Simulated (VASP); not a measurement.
Runs of VASP 6.6.1 on P. The structure is that of space group Pmna (No. 53), or close to it. The cells are those of the table. 

```tsv
cell	gap on the mesh (eV)	largest force (eV/Å)
a = 3.284, b = 34.857, c = 4.493 Å, 4 atoms	0.94	0.47
a = 3.185, b = 33.811, c = 4.771 Å, 4 atoms	(a)	0.66
a = 3.234, b = 34.334, c = 4.632 Å, 4 atoms	1.20	0.28
a = 3.185, b = 33.811, c = 4.702 Å, 4 atoms	1.35	0.58
```

Alike in all rows: task single point; level r2SCAN; potentials or basis VASP PAW PBE potentials, release 64 (P); no spin polarisation; k mesh 8 × 1 × 6; cutoff (eV) 520; smearing gaussian 0.05 eV.

Problem. Estimate the missing entries.

Solution. (a) 1.43.

Caveats: there is no dipole correction, which matters where the two faces differ; the PAW data sets were made with another functional, which shifts forces and pressure a little.

A k mesh can miss the band edges.
